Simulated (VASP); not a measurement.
# HfN (P6/mmm) in VASP: a series of runs

The runs below take HfN through single point, relaxation of cell and atoms, with PBE.

Everything below comes from runs of VASP 6.6.1. Logs are shortened: lines on timing, memory, paths and dates and some standing lists are left out, and cuts for length are marked.

## Step 1: The cell of the first run

It takes space group P6/mmm (No. 191, hexagonal). The conventional cell has a = 3.433 Å, b = 3.433 Å, c = 3.970 Å, α = 90.00°, β = 90.00°, γ = 120.00°. Within 2.6 Å of Hf (site symmetry 6/mmm) lie 2 N at 1.98 Å. N (site symmetry 6/mmm) has 2 Hf at 1.98 Å within 2.6 Å.

## Step 2: Single point, PBE

INCAR reads:

```
SYSTEM = HfN
PREC = Accurate
ENCUT = 520
EDIFF = 1E-7
ISMEAR = 0
SIGMA = 0.1
LREAL = .False.
LASPH = .True.
NELM = 100
ALGO = Normal
ISIF = 2
LWAVE = .False.
LCHARG = .False.
GGA = PE
NBANDS = 14
```

KPOINTS reads:

```
regular mesh
0
Gamma
  18 18 14
  0 0 0
```

POSCAR reads:

```
HfN
1.0
    3.4332059050      0.0000000000      0.0000000000
   -1.7166029525      2.9732435301      0.0000000000
    0.0000000000      0.0000000000      3.9698168701
Hf N
1 1
Direct
    0.0000000000      0.0000000000      0.5000000000
    0.0000000000      0.0000000000      0.0000000000
```

Potentials or basis: VASP PAW PBE potentials, release 64 (Hf_pv, N).

On the command line:

```sh
$ cat potpaw_PBE.64/Hf_pv/POTCAR potpaw_PBE.64/N/POTCAR > POTCAR
$ mpirun -np 1 vasp_std > vasp.out
```

OUTCAR:

```text
SYSTEM = HfN
   PREC = Accurate
   ENCUT = 520
   EDIFF = 1E-7
   ISMEAR = 0
   LREAL = .False.
   LASPH = .True.
   NELM = 100
   ISIF = 2
   GGA = PE

 ion  position               nearest neighbor table
   1  0.000  0.000  0.500-   2 1.98   2 1.98
   2  0.000  0.000  0.000-   1 1.98   1 1.98

  LATTYP: Found a hexagonal cell.
 ALAT       =     3.4332059050
 C/A-ratio  =     1.1563002569

  Lattice vectors:

 A1 = (   3.4332059050,   0.0000000000,   0.0000000000)
 A2 = (  -1.7166029525,   2.9732435301,   0.0000000000)
 A3 = (   0.0000000000,   0.0000000000,   3.9698168701)

Analysis of symmetry for initial positions (statically):
=====================================================================
 Subroutine PRICEL returns:
 Original cell was already a primitive cell.

 Routine SETGRP: Setting up the symmetry group for a
 hexagonal supercell.

 Subroutine GETGRP returns: Found 24 space group operations
 (whereof 24 operations were pure point group operations)
 out of a pool of 24 trial point group operations.

The static configuration has the point symmetry D_6h.

Analysis of symmetry for dynamics (positions and initial velocities):
=====================================================================
 Subroutine PRICEL returns:
 Original cell was already a primitive cell.

 Routine SETGRP: Setting up the symmetry group for a
 hexagonal supercell.

 Subroutine GETGRP returns: Found 24 space group operations
 (whereof 24 operations were pure point group operations)
 out of a pool of 24 trial point group operations.

The dynamic configuration has the point symmetry D_6h.

 Subroutine INISYM returns: Found 24 space group operations
 (whereof 24 operations are pure point group operations),
 and found     1 'primitive' translations

----------------------------------------------------------------------------------------

                                     Primitive cell

  volume of cell :      40.5229

  direct lattice vectors                    reciprocal lattice vectors
     3.433205905  0.000000000  0.000000000     0.291272947  0.168166514  0.000000000
    -1.716602952  2.973243530  0.000000000     0.000000000  0.336333028  0.000000000
     0.000000000  0.000000000  3.969816870     0.000000000  0.000000000  0.251900789

  length of vectors
     3.433205905  3.433205905  3.969816870     0.336333028  0.336333028  0.251900789

  position of ions in fractional coordinates (direct lattice)
     0.000000000  0.000000000  0.500000000
[... 83 lines left out ...]
   NFREE  =      0    steps in history (QN), initial steepest desc. (CG)
   ISIF   =      2    stress and relaxation
   ISYM   =      2    0-nonsym 1-usesym 2-fastsym
   POTIM  = 0.5000    time-step for ionic-motion
   TEBEG  =    0.0;   TEEND  =   0.0 temperature during run
   PSTRESS=    0.0 pullay stress
   NELECT =      15.0000    total number of electrons
   NUPDOWN=      -1.0000    fix difference up-down
   EMIN   =  10.00;   EMAX   =-10.00  energy-range for DOS
   EFERMI =   0.00;   METHOD = LEGACY
   ISMEAR =     0;   SIGMA  =   0.10  broadening in eV -4-tet -1-fermi 0-gaus
   EFERMI_NEDOS =   21; number of points for ismear=-14 and -15
   IALGO  =     38    algorithm
   IMIX   =      4    mixing-type and parameters
     AMIX     =   0.40;   BMIX     =  1.00
     AMIX_MAG =   1.60;   BMIX_MAG =  1.00
  volume/ion in A,a.u.               =      20.26       136.73
  Fermi-wavevector in a.u.,A,eV,Ry     =   1.175452  2.221283 18.799006  1.381688
  Thomas-Fermi vector in A             =   2.311833
   LORBIT       =      0    0 simple, 1 ext, 2 COOP (PROOUT), +10 PAW based schemes
   GGA     = PE    functional components
   LHFCALC =     F    Hartree Fock is set to
   AEXX    =    0.0000 exact exchange contribution
   IVDW    =     0    specifies the selected vdW correction
   LEPSILON=     F    determine dielectric tensor
   LRPA    =     F    only Hartree local field effects (RPA)
 non-spin polarized calculation
 Gauss-broadening in eV      SIGMA  =   0.10
  energy-cutoff  :      520.00
  volume of cell :       40.52
 maximum number of plane-waves:      1119
 NGX is ok and might be reduce to    28
   NGX = 13   NGY = 13   NGZ = 15

 number of electron      15.0000000 magnetization

 Free energy of the ion-electron system (eV)
  ---------------------------------------------------
  ext. energy  EPLUGINS =         0.00000000
  ---------------------------------------------------
  free energy    TOTEN  =       -17.09164520 eV

  energy without entropy =      -17.08194313  energy(sigma->0) =      -17.08679417

 E-fermi :   1.7154     XC(G=0):  -9.7278

 val. band max:        1.7137740286   @ k =   0.0556  -0.0000   0.0000
 cond. band min:       1.7222552323   @ k =   0.4444   0.0556   0.0000
 fundamental gap:      0.0084812037
 Fermi energy:         1.7154152480

 k-point     1 :       0.0000    0.0000    0.0000
  band No.  band energies     occupation
      1     -28.5697      2.00000
      2     -28.5697      2.00000
      3     -28.3933      2.00000
      4     -11.6106      2.00000
      5      -1.6856      2.00000
      6       1.7069      1.09609
      7       2.1210      0.00000
      8       2.1210      0.00000
      9       3.6121      0.00000
     10       3.6121      0.00000
     11       6.0092      0.00000
     12       6.0092      0.00000
     13      10.6163      0.00000
     14      11.4359      0.00000
[... 377 lines left out ...]
      1     -28.8180      2.00000
      2     -28.6516      2.00000
      3     -28.3597      2.00000
      4     -11.1766      2.00000
      5      -0.4289      2.00000
      6       0.6300      2.00000
      7       1.8741      0.02478
      8       2.1132      0.00000
      9       3.4754      0.00000
     10       4.7267      0.00000
     11       5.2100      0.00000
     12       7.4455      0.00000
     13       8.6065      0.00000
     14      12.9019      0.00000

 [... further k-points ...]
[... 5 lines left out ...]
  --------------------------------------------------------------------------------------
  -------------------------------------------------------------------------------------
  Total       -0.0272612     -0.0272612      0.1081034      0.0000000      0.0000000      0.0000000
  in kB       -1.0778397     -1.0778397      4.2741430      0.0000000      0.0000000      0.0000000
  external PRESSURE =       0.7061546 kB  Pullay stress =       0.0000000 kB

 VOLUME and BASIS-vectors are now :
 -----------------------------------------------------------------------------
  energy-cutoff  :      520.00
  volume of cell :       40.52
      direct lattice vectors                 reciprocal lattice vectors
     3.433205905  0.000000000  0.000000000     0.291272947  0.168166514  0.000000000
    -1.716602952  2.973243530  0.000000000     0.000000000  0.336333028  0.000000000
     0.000000000  0.000000000  3.969816870     0.000000000  0.000000000  0.251900789

 POSITION                                       TOTAL-FORCE (eV/Angst)
 -----------------------------------------------------------------------------------
      0.00000      0.00000      1.98491         0.000000      0.000000      0.000000
      0.00000      0.00000      0.00000        -0.000000      0.000000      0.000000
 -----------------------------------------------------------------------------------
    total drift:                               -0.000000     -0.000000      0.000000

  FREE ENERGIE OF THE ION-ELECTRON SYSTEM (eV)
  ---------------------------------------------------
  free  energy   TOTEN  =       -17.0916452043 eV

  energy  without entropy=      -17.0819431317  energy(sigma->0) =      -17.08679417
```

stdout:

```text
POSCAR found type information on POSCAR HfN
 POSCAR found :  2 types and       2 ions
 scaLAPACK will be used
 LDA part: xc-table for (Slater+PW92), standard interpolation
 POSCAR, INCAR and KPOINTS ok, starting setup
 FFT: planning ... GRIDC
 FFT: planning ... GRID_SOFT
 FFT: planning ... GRID
 WAVECAR not read
 entering main loop
```

It took 75 s on 1 thread of Intel Xeon 6975P-C (Granite Rapids), shared host; peak memory 0.3 GiB.

What came out:

| Property | Result |
| --- | --- |
| Free energy | -17.0916 eV |
| Pressure | 0.1 GPa |

Stress tensor (GPa, compression positive):
```
-0.11  0.00  0.00
 0.00 -0.11  0.00
 0.00  0.00  0.43
```

Caveat: spin-orbit coupling is left out, which moves the levels of the heavy elements.

## Step 3: Relaxation of cell and atoms, PBE

This run uses another cell than the first one, of 20.15 Å³/atom, 0.995 times its volume.

INCAR reads:

```
  ALGO = Normal
  EDIFF = 1E-7
  EDIFFG = -0.01
  ENCUT = 600
  GGA = PE
  IBRION = 2
  ISIF = 3
  ISMEAR = 0
  LASPH = True
  LCHARG = False
  LREAL = False
  LWAVE = False
  NELM = 100
  NSW = 100
  PREC = Accurate
  SIGMA = 0.1
```

KPOINTS reads:

```
k-points
0
Gamma
  18 18 14
```

POSCAR reads:

```
HfN
1.0
    3.4257791735      0.0000000000      0.0000000000
   -1.7128895868      2.9668117920      0.0000000000
    0.0000000000      0.0000000000      3.9656087382
Hf N
1 1
Direct
    0.0000000000      0.0000000000      0.5000000000
    0.0000000000      0.0000000000      0.0000000000
```

Potentials or basis: VASP PAW PBE potentials, release 64 (Hf_pv, N).

On the command line:

```sh
$ cat potpaw_PBE.64/Hf_pv/POTCAR potpaw_PBE.64/N/POTCAR > POTCAR
$ mpirun -np 1 vasp_std > vasp.out
```

Run time: 2.1 min. Hardware: 1 thread of Intel Xeon 6975P-C (Granite Rapids), shared host; peak memory 0.32 GiB.

Results (log left out):

| Quantity | Value |
| --- | --- |
| Free energy | -17.0931 eV |
| Relaxed volume | 20.20 Å³/atom |
| Relaxed cell | a = 3.426 Å, b = 3.426 Å, c = 3.974 Å, α = 90.00°, β = 90.00°, γ = 120.00° |
| Space group after relaxing (to 0.05 Å) | P6/mmm (No. 191) |
| Energy gained by relaxing | 0.1 meV/atom |
| Ionic steps | 3 |
| Pressure after relaxing | 0.0 GPa |

The path:
| step | energy change (eV) | largest force (eV/Å) | pressure (GPa) | volume (Å³) |
| --- | --- | --- | --- | --- |
| 1 | 0.0000 | 0.0000 | 0.41 | 40.31 |
| 2 | 0.0008 | 0.0000 | -0.79 | 40.60 |
| 3 | -0.0003 | 0.0000 | -0.01 | 40.41 |

Final structure:
```yaml
crystal:
  lattice:
    - [3.42638, 0.00000, 0.00000]
    - [-1.71319, 2.96733, 0.00000]
    - [0.00000, 0.00000, 3.97426]
  atoms:
    - { symbol: Hf, position: [0.00000, 0.00000, 0.50000] }
    - { symbol: N, position: [0.00000, 0.00000, 0.00000] }
```

Levels at points of the mesh, in eV from the Fermi level:
```
           k point  band 4  band 5  band 6  band 7  band 8  band 9  band 10  band 11
(0.00, 0.00, 0.00)  -13.32   -3.42   -0.02    0.42    0.42    1.90     1.90     4.31
(0.50, 0.00, 0.00)  -12.88   -2.20   -1.14   -0.03    0.41    1.59     3.74     4.18
(0.00, 0.00, 0.50)  -11.43   -4.83   -2.91   -1.00   -1.00    2.02     2.02     5.19
(0.50, 0.00, 0.50)  -11.00   -4.28   -3.42   -1.49   -0.88    2.66     5.31     6.20
```

Caveat: spin-orbit coupling is left out, which moves the levels of the heavy elements.
